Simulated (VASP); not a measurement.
Al6NiPt5:

```
CELL_PARAMETERS angstrom
4.41999 0.00000 0.00000
0.00000 4.41999 0.00000
0.00000 0.00000 8.83222
ATOMIC_POSITIONS crystal
Al 0.50000 0.00000 0.00000
Al 0.50000 0.00000 0.34010
Al 0.50000 0.00000 0.65990
Al 0.00000 0.50000 0.00000
Al 0.00000 0.50000 0.34010
Al 0.00000 0.50000 0.65990
Ni 0.00000 0.00000 0.50000
Pt 0.50000 0.50000 0.16190
Pt 0.50000 0.50000 0.50000
Pt 0.50000 0.50000 0.83810
Pt 0.00000 0.00000 0.17792
Pt 0.00000 0.00000 0.82208
```

* Program: VASP 6.6.1
* Task: relaxation of cell and atoms
* Functional: PBE
* Potentials or basis: VASP PAW PBE potentials, release 64 (Al, Ni, Pt)
* Cutoff: 600 eV
* k mesh: 8 × 8 × 4
* Occupations: gaussian, width 0.1 eV
* Spin: no spin polarisation

At the start: pressure -0.0 GPa; volume 14.38 Å³/atom.

How do energy, volume and symmetry change on relaxing?

Over 42 steps the energy falls by 10.0 meV/atom and the volume is 14.45 Å³/atom (+0.5 %); space group P4/mmm (No. 123, to 0.1 Å) before and after.

Step by step:
```tsv
step	energy change (eV)	largest force (eV/Å)	pressure (GPa)	volume (Å³)
1	0.0000	0.1536	-0.02	172.55
3	-0.0292	0.1003	0.03	172.34
5	-0.0366	0.0962	-0.19	172.48
7	-0.0415	0.1143	0.46	171.90
9	-0.0434	0.1122	0.52	171.89
11	-0.0650	0.1600	1.34	171.57
13	-0.0684	0.2623	1.86	171.39
15	-0.0706	0.2839	1.76	171.56
17	-0.0732	0.3788	1.44	172.32
19	-0.0848	0.2941	0.43	173.19
21	-0.0940	0.1439	-0.93	174.39
23	-0.1106	0.1227	-0.29	173.37
25	-0.1122	0.0806	0.35	172.82
27	-0.1156	0.0321	0.08	173.13
29	-0.1169	0.0624	-0.17	173.47
31	-0.1182	0.0675	0.20	173.16
33	-0.1183	0.0696	0.31	173.08
35	-0.1194	0.0351	-0.07	173.50
37	-0.1198	0.0209	0.10	173.36
39	-0.1199	0.0151	0.11	173.30
41	-0.1200	0.0101	-0.04	173.45
42	-0.1200	0.0025	-0.02	173.43
```

Final structure:
```yaml
crystal:
  lattice:
    - [4.18609, 0.00000, 0.00000]
    - [0.00000, 4.18609, 0.00000]
    - [0.00000, 0.00000, 9.89707]
  atoms:
    - { symbol: Al, position: [0.50000, 0.00000, 0.00000] }
    - { symbol: Al, position: [0.50000, 0.00000, 0.34325] }
    - { symbol: Al, position: [0.50000, 0.00000, 0.65675] }
    - { symbol: Al, position: [0.00000, 0.50000, 0.00000] }
    - { symbol: Al, position: [0.00000, 0.50000, 0.34325] }
    - { symbol: Al, position: [0.00000, 0.50000, 0.65675] }
    - { symbol: Ni, position: [0.00000, 0.00000, 0.50000] }
    - { symbol: Pt, position: [0.50000, 0.50000, 0.15281] }
    - { symbol: Pt, position: [0.50000, 0.50000, 0.50000] }
    - { symbol: Pt, position: [0.50000, 0.50000, 0.84719] }
    - { symbol: Pt, position: [0.00000, 0.00000, 0.19353] }
    - { symbol: Pt, position: [0.00000, 0.00000, 0.80647] }
```
